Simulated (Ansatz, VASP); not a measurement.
## Mo in VASP and in Ansatz

POSCAR

```
Mo
1.0
   -1.5838089700      1.5838089700      1.5838089700
    1.5838089700     -1.5838089700      1.5838089700
    1.5838089700      1.5838089700     -1.5838089700
Mo
1
Direct
    0.0000000000      0.0000000000      0.0000000000
```

INCAR.step1

```
SYSTEM = Mo
PREC = Accurate
ENCUT = 400
EDIFF = 1E-5
ISMEAR = -1
SIGMA = 0.15
LREAL = .FALSE.
LASPH = .TRUE.
NELM = 120
ALGO = Normal
ISIF = 2
LWAVE = .TRUE.
LCHARG = .FALSE.
GGA = PE
NBANDS = 13
GGA_COMPAT = .FALSE.
```

Contents of INCAR.step2:

```
SYSTEM = Mo
PREC = Accurate
ENCUT = 400
EDIFF = 1E-6
ISMEAR = -1
SIGMA = 0.15
LREAL = .FALSE.
LASPH = .TRUE.
NELM = 120
ALGO = Normal
ISIF = 2
LWAVE = .FALSE.
LCHARG = .FALSE.
GGA = PE
LHFCALC = .TRUE.
HFSCREEN = 0.2079
PRECFOCK = Normal
ISTART = 1
NBANDS = 13
GGA_COMPAT = .FALSE.
```

The input KPOINTS:

```
Automatic mesh
0
G
  8 8 8
  0 0 0
```

input.yaml

```yaml
crystal:
  lattice: { a: 3.16761794, b: 3.16761794, c: 3.16761794, alpha: 90.0, beta: 90.0, gamma: 90.0 }
  space_group: 229
  reduce_to_primitive: true
  atoms:
    - { symbol: Mo, wyckoff: "2a", position: [0.0, 0.0, 0.0] }
hamiltonian:
  xc: hse06
  pseudopotentials: { kind: paw, partial_waves: polarizable }
kpoints:
  mp_grid: { grid: [8, 8, 8] }
scf:
  occupations: { method: fermi_dirac, width: 0.15 }
  n_extra_bands: 6
output:
  forces: true
  stress: true
  eigenvalues: true
  dos: { projected: false, de: 0.05 }
```

Alike in both runs: functional HSE06; k mesh 8 × 8 × 8; occupations fermi-dirac, width 0.15 eV; no spin polarisation.

```csv
,VASP,Ansatz
version,VASP 6.6.1,Ansatz 0.2.0
potentials or method,"VASP PAW PBE potentials, release 64 (Mo_sv)",Ansatz PAW polarizable
plane-wave cutoff (eV),400,420
valence electrons in the cell,14,14
task,single point,density of states
```

```csv
,VASP,Ansatz,Ansatz less VASP
gap on the k mesh at the Fermi level (eV),none,none,-
pressure (GPa),-7.5,-7.6,-0.06
```

A gap of «none» marks a metal or a gap that the smearing closes.
